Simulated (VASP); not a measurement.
# TiPt8 (I4/mmm) in VASP: single point with r2SCAN

Aim: the single point of TiPt8 with r2SCAN.

All numbers are computed with VASP 6.6.1; they aren't measurements. Logs are shortened: lines on timing, memory, paths and dates and some standing lists are left out, and cuts for length are marked.

**1. The cell of the first run**

Symmetry: I4/mmm, No. 139, tetragonal system. Conventional cell: a = 8.357 Å, b = 8.357 Å, c = 3.908 Å, α = 90.00°, β = 90.00°, γ = 90.00°. Ti (site symmetry 4/mmm) has 12 Pt at 2.73 to 2.75 Å within 3.6 Å. Within 3.6 Å of Pt (site symmetry m2m) lie 10 Pt at 2.70 to 2.86 Å and 2 Ti at 2.73 Å. Pt (site symmetry m2m) has 1 Ti at 2.75 Å and 11 Pt at 2.76 to 2.86 Å within 3.6 Å.

**2. Single point, r2SCAN**

Input file POSCAR:

```
TiPt8
1.0
   -4.1786679600      4.1786679600      1.9539010700
    4.1786679600     -4.1786679600      1.9539010700
    4.1786679600      4.1786679600     -1.9539010700
Ti Pt
1 8
Direct
    0.0000000000      0.0000000000      0.0000000000
    0.3381971725      0.3381971725      0.6763943450
    0.3381971725      0.6618028275      0.0000000000
    0.6618028275      0.6618028275      0.3236056550
    0.6618028275      0.3381971725      0.0000000000
    0.0000000000      0.3290510000      0.3290510000
    0.3290510000      0.0000000000      0.3290510000
    0.0000000000      0.6709490000      0.6709490000
    0.6709490000      0.0000000000      0.6709490000
```

Input file INCAR.step1:

```
SYSTEM = TiPt8
PREC = Accurate ; ENCUT = 520
ISMEAR = -1 ; SIGMA = 0.1
LREAL = .False. ; LASPH = .True.
NELM = 60 ; NBANDS = 56
GGA = PE ; ALGO = Normal
EDIFF = 1E-4 ; LWAVE = .True.
LCHARG = .False.
```

Input file INCAR.step2:

```
SYSTEM = TiPt8
PREC = Accurate ; ENCUT = 520
EDIFF = 1E-6 ; ISMEAR = -1
SIGMA = 0.1 ; LREAL = .False.
LASPH = .True. ; NELM = 60
ALGO = Normal ; ISIF = 2
LWAVE = .False. ; LCHARG = .False.
METAGGA = R2SCAN ; LMIXTAU = .True.
NBANDS = 56 ; ISTART = 1
```

Input file KPOINTS:

```
regular mesh
0
Gamma
  9 9 9
  0 0 0
```

Potentials or basis: VASP PAW PBE potentials, release 64 (Ti_sv, Pt).

Run with:

```console
$ cat potpaw_PBE.64/Ti_sv/POTCAR potpaw_PBE.64/Pt/POTCAR > POTCAR
$ cp INCAR.step1 INCAR
$ mpirun -np 1 vasp_std > vasp.out
$ cp INCAR.step2 INCAR
$ mpirun -np 1 vasp_std > vasp.out
```

OUTCAR:

```text
SYSTEM = TiPt8
   PREC = Accurate
   ENCUT = 520
   EDIFF = 1E-6
   ISMEAR = -1
   LREAL = .False.
   LASPH = .True.
   NELM = 60
   ISIF = 2
   METAGGA = R2SCAN
   ISTART = 1

 ion  position               nearest neighbor table
   1  0.000  0.000  0.000-   5 2.73   3 2.73   5 2.73   3 2.73   4 2.73   2 2.73   4 2.73   2 2.73
                             9 2.75   6 2.75   7 2.75   8 2.75
   2  0.338  0.338  0.676-   3 2.70   5 2.70   1 2.73   1 2.73   9 2.76   8 2.76   8 2.76   9 2.76
                             6 2.83   7 2.83   4 2.86   4 2.86
   3  0.338  0.662  0.000-   2 2.70   4 2.70   1 2.73   1 2.73   9 2.76   6 2.76   6 2.76   9 2.76
                             8 2.83   7 2.83   5 2.86   5 2.86
   4  0.662  0.662  0.324-   3 2.70   5 2.70   1 2.73   1 2.73   6 2.76   7 2.76   7 2.76   6 2.76
                             9 2.83   8 2.83   2 2.86   2 2.86
   5  0.662  0.338  0.000-   2 2.70   4 2.70   1 2.73   1 2.73   8 2.76   7 2.76   7 2.76   8 2.76
                             6 2.83   9 2.83   3 2.86   3 2.86
   6  0.000  0.329  0.329-   1 2.75   4 2.76   3 2.76   3 2.76   4 2.76   9 2.81   9 2.81   7 2.81
                             7 2.81   2 2.83   5 2.83   8 2.86
   7  0.329  0.000  0.329-   1 2.75   4 2.76   5 2.76   5 2.76   4 2.76   8 2.81   6 2.81   6 2.81
                             8 2.81   2 2.83   3 2.83   9 2.86
   8  0.000  0.671  0.671-   1 2.75   2 2.76   5 2.76   5 2.76   2 2.76   7 2.81   9 2.81   9 2.81
                             7 2.81   4 2.83   3 2.83   6 2.86
   9  0.671  0.000  0.671-   1 2.75   2 2.76   3 2.76   3 2.76   2 2.76   6 2.81   8 2.81   8 2.81
                             6 2.81   4 2.83   5 2.83   7 2.86

  LATTYP: Found a body centered tetragonal cell.
 ALAT       =     8.3573359200
 C/A-ratio  =     0.4675894540

  Lattice vectors:

 A1 = (  -4.1786679600,   4.1786679600,   1.9539010700)
 A2 = (   4.1786679600,  -4.1786679600,   1.9539010700)
 A3 = (   4.1786679600,   4.1786679600,  -1.9539010700)

Analysis of symmetry for initial positions (statically):
=====================================================================
 Subroutine PRICEL returns:
 Original cell was already a primitive cell.

 Routine SETGRP: Setting up the symmetry group for a
 body centered tetragonal supercell.

 Subroutine GETGRP returns: Found 16 space group operations
 (whereof 16 operations were pure point group operations)
 out of a pool of 16 trial point group operations.

The static configuration has the point symmetry D_4h.

Analysis of symmetry for dynamics (positions and initial velocities):
=====================================================================
 Subroutine PRICEL returns:
 Original cell was already a primitive cell.

 Routine SETGRP: Setting up the symmetry group for a
 body centered tetragonal supercell.

 Subroutine GETGRP returns: Found 16 space group operations
 (whereof 16 operations were pure point group operations)
 out of a pool of 16 trial point group operations.

The dynamic configuration has the point symmetry D_4h.

 Subroutine INISYM returns: Found 16 space group operations
 (whereof 16 operations are pure point group operations),
 and found     1 'primitive' translations

----------------------------------------------------------------------------------------

                                     Primitive cell

  volume of cell :     136.4703

  direct lattice vectors                    reciprocal lattice vectors
    -4.178667960  4.178667960  1.953901070     0.000000000  0.119655355  0.255898319
     4.178667960 -4.178667960  1.953901070     0.119655355  0.000000000  0.255898319
     4.178667960  4.178667960 -1.953901070     0.119655355  0.119655355  0.000000000

  length of vectors
     6.224167513  6.224167513  6.224167513     0.282491334  0.282491334  0.169218226

  position of ions in fractional coordinates (direct lattice)
     0.000000000  0.000000000  0.000000000
     0.338197173  0.338197173  0.676394345
     0.338197173  0.661802827  0.000000000
     0.661802827  0.661802827  0.323605655
     0.661802827  0.338197173  0.000000000
     0.000000000  0.329051000  0.329051000
     0.329051000  0.000000000  0.329051000
     0.000000000  0.670949000  0.670949000
     0.670949000  0.000000000  0.670949000

  ion indices of the primitive-cell ions
   primitive index   ion index
                 1           1
                 2           2
                 3           3
                 4           4
                 5           5
                 6           6
                 7           7
                 8           8
                 9           9

----------------------------------------------------------------------------------------

 KPOINTS: regular mesh

Automatic generation of k-mesh.
 Grid dimensions read from file:
 generate k-points for:    9    9    9

 Generating k-lattice:

  Cartesian coordinates                     Fractional coordinates (reciprocal lattice)
     0.000000000  0.013295039  0.028433147     0.111111111 -0.000000000  0.000000000
     0.013295039  0.000000000  0.028433147    -0.000000000  0.111111111  0.000000000
     0.013295039  0.013295039  0.000000000     0.000000000  0.000000000  0.111111111

  Length of vectors
     0.031387926  0.031387926  0.018802025

  Shift w.r.t. Gamma in fractional coordinates (k-lattice)
     0.000000000  0.000000000  0.000000000

 Subroutine IBZKPT returns following result:
 ===========================================

 Found     75 irreducible k-points:

 Following reciprocal coordinates:
            Coordinates               Weight
  0.000000  0.000000  0.000000      1.000000
  0.111111  0.000000 -0.000000      8.000000
  0.222222  0.000000 -0.000000      8.000000
  0.333333  0.000000  0.000000      8.000000
  0.444444  0.000000 -0.000000      8.000000
  0.111111  0.111111 -0.000000      8.000000
[... 16 lines left out ...]
 -0.333333  0.333333  0.000000      4.000000
  0.444444  0.444444 -0.000000      8.000000
 [... further k-points ...]
   k-points           NKPTS =     75   k-points in BZ     NKDIM =     75   number of bands    NBANDS=     56
   number of dos      NEDOS =    301   number of ions     NIONS =      9
   total plane-waves  NPLWV = 110592
   dimension x,y,z NGX =    48 NGY =   48 NGZ =   48
   dimension x,y,z NGXF=    96 NGYF=   96 NGZF=   96
   ions per type =               1   8
   NGX,Y,Z   is equivalent  to a cutoff of  12.82, 12.82, 12.82 a.u.
   NGXF,Y,Z  is equivalent  to a cutoff of  25.64, 25.64, 25.64 a.u.
 SYSTEM =  TiPt8
   PREC   = accura    normal or accurate (medium, high low for compatibility)
   ISTART =      1    job   : 0-new  1-cont  2-samecut
   ICHARG =      0    charge: 1-file 2-atom 10-const
   ISPIN  =      1    spin polarized calculation?
   LNONCOLLINEAR =      F non collinear calculations
   LSORBIT =      F    spin-orbit coupling
   LASPH  =      T    aspherical Exc in radial PAW
   ENCUT  =  520.0 eV  38.22 Ry    6.18 a.u.  11.57 11.57 11.57*2*pi/ulx,y,z
   NELM   =     60;   NELMIN=  2; NELMDL=  0     # of ELM steps
   EDIFF  = 0.1E-05   stopping-criterion for ELM
   LREAL  =      F    real-space projection
   EDIFFG = 0.1E-04   stopping-criterion for IOM
   NSW    =      0    number of steps for IOM
   IBRION =     -1    ionic relax: 0-MD 1-quasi-New 2-CG
   NFREE  =      0    steps in history (QN), initial steepest desc. (CG)
   ISIF   =      2    stress and relaxation
   ISYM   =      2    0-nonsym 1-usesym 2-fastsym
   POTIM  = 0.5000    time-step for ionic-motion
   TEBEG  =    0.0;   TEEND  =   0.0 temperature during run
   PSTRESS=    0.0 pullay stress
   NELECT =      92.0000    total number of electrons
   NUPDOWN=      -1.0000    fix difference up-down
   EMIN   =  10.00;   EMAX   =-10.00  energy-range for DOS
   EFERMI =   0.00;   METHOD = LEGACY
   ISMEAR =    -1;   SIGMA  =   0.10  broadening in eV -4-tet -1-fermi 0-gaus
   EFERMI_NEDOS =   21; number of points for ismear=-14 and -15
   IALGO  =     38    algorithm
   IMIX   =      4    mixing-type and parameters
     AMIX     =   0.40;   BMIX     =  1.00
     AMIX_MAG =   1.60;   BMIX_MAG =  1.00
  volume/ion in A,a.u.               =      15.16       102.33
  Fermi-wavevector in a.u.,A,eV,Ry     =   1.435461  2.712628 28.035454  2.060548
  Thomas-Fermi vector in A             =   2.554757
   LORBIT       =      0    0 simple, 1 ext, 2 COOP (PROOUT), +10 PAW based schemes
   METAGGA = R2SCAN    functional components
   LHFCALC =     F    Hartree Fock is set to
   AEXX    =    0.0000 exact exchange contribution
   IVDW    =     0    specifies the selected vdW correction
   LEPSILON=     F    determine dielectric tensor
   LRPA    =     F    only Hartree local field effects (RPA)
 non-spin polarized calculation
  energy-cutoff  :      520.00
  volume of cell :      136.47
 maximum number of plane-waves:      3702
   NGX = 23   NGY = 23   NGZ = 23

 number of electron      91.9999998 magnetization

 Free energy of the ion-electron system (eV)
  ---------------------------------------------------
  ext. energy  EPLUGINS =         0.00000000
  ---------------------------------------------------
  free energy    TOTEN  =      -429.48214493 eV

  energy without entropy =     -429.23111927  energy(sigma->0) =     -429.35663210

 E-fermi :  10.8855     XC(G=0): -14.4392

 val. band max:       10.8771625899   @ k =  -0.4444   0.1111   0.0000
 cond. band min:      10.8861163232   @ k =  -0.2222  -0.4444   0.1111
 fundamental gap:      0.0089537333
 Fermi energy:        10.8854613884

 k-point     1 :       0.0000    0.0000    0.0000
  band No.  band energies     occupation
      1     -49.1240      2.00000
      2     -24.3163      2.00000
      3     -24.3162      2.00000
      4     -24.3057      2.00000
      5       0.6771      2.00000
      6       3.9265      2.00000
[... 48 lines left out ...]
     55      15.4596      0.00000
     56      15.5202      0.00000

 k-point     2 :       0.1111    0.0000   -0.0000
  band No.  band energies     occupation
      1     -49.1239      2.00000
      2     -24.3161      2.00000
      3     -24.3160      2.00000
      4     -24.3076      2.00000
      5       0.8849      2.00000
      6       4.0524      2.00000
[... 1291 lines left out ...]
  band No.  band energies     occupation
      1     -49.1239      2.00000
      2     -24.3164      2.00000
      3     -24.3161      2.00000
      4     -24.3076      2.00000
      5       2.1276      2.00000
      6       2.3992      2.00000
[... 48 lines left out ...]
     55      14.0955      0.00000
     56      14.2802      0.00000

 [... further k-points ...]
[... 5 lines left out ...]
  --------------------------------------------------------------------------------------
  -------------------------------------------------------------------------------------
  Total        0.5962957      0.5962957      0.7351407      0.0000000      0.0000000     -0.0000000
  in kB        7.0005790      7.0005790      8.6306347      0.0000000      0.0000000     -0.0000000
  external PRESSURE =       7.5439309 kB  Pullay stress =       0.0000000 kB

 VOLUME and BASIS-vectors are now :
 -----------------------------------------------------------------------------
  energy-cutoff  :      520.00
  volume of cell :      136.47
      direct lattice vectors                 reciprocal lattice vectors
    -4.178667960  4.178667960  1.953901070     0.000000000  0.119655355  0.255898319
     4.178667960 -4.178667960  1.953901070     0.119655355  0.000000000  0.255898319
     4.178667960  4.178667960 -1.953901070     0.119655355  0.119655355  0.000000000

 POSITION                                       TOTAL-FORCE (eV/Angst)
 -----------------------------------------------------------------------------------
      0.00000      0.00000      0.00000        -0.000000      0.000000     -0.000000
      2.82643      2.82643      0.00000        -0.009409     -0.009409     -0.000000
      1.35224     -1.35224      1.95390         0.009409     -0.009409     -0.000000
      1.35224      1.35224      1.95390         0.009409      0.009409      0.000000
     -1.35224      1.35224      1.95390        -0.009409      0.009409     -0.000000
      2.74999      0.00000      0.00000         0.003457      0.000000     -0.000000
      0.00000      2.74999      0.00000         0.000000      0.003457     -0.000000
      5.60735      0.00000      0.00000        -0.003457     -0.000000     -0.000000
      0.00000      5.60735      0.00000        -0.000000     -0.003457     -0.000000
 -----------------------------------------------------------------------------------
    total drift:                               -0.000000     -0.000000     -0.000000

  FREE ENERGIE OF THE ION-ELECTRON SYSTEM (eV)
  ---------------------------------------------------
  free  energy   TOTEN  =      -429.4821449299 eV

  energy  without entropy=     -429.2311192661  energy(sigma->0) =     -429.35663210
```

Wall time 64 min (1 thread of Oxide Virtual Turin-like, shared host); peak memory 0.61 GiB.

What came out:

```yaml
Free_energy: -429.4821 eV
Pressure: 0.8 GPa
Largest_force: 0.013 eV/Å
Band_gap_on_the_k_mesh: zero (bands 46 and 47 overlap by 1.42 eV)
```

Forces on the atoms (eV/Å):
```
Ti   0.000  0.000  0.000
Pt  -0.009 -0.009  0.000
Pt   0.009 -0.009  0.000
Pt   0.009  0.009  0.000
Pt  -0.009  0.009  0.000
Pt   0.003  0.000  0.000
Pt   0.000  0.003  0.000
Pt  -0.003  0.000  0.000
Pt   0.000 -0.003  0.000
```

Stress tensor (GPa, compression positive):
```
0.70 0.00 0.00
0.00 0.70 0.00
0.00 0.00 0.86
```

Levels at points of the mesh, in eV from the Fermi level:
```
           k point  band 42  band 43  band 44  band 45  band 46  band 47  band 48  band 49  band 50  band 51
(0.00, 0.00, 0.00)    -0.96    -0.91    -0.90    -0.90    -0.87    -0.63    -0.63    -0.56     0.83     1.53
```

Caveat: the PAW data sets were made with another functional, which shifts forces and pressure a little; spin-orbit coupling is left out, which moves the levels of the heavy elements.
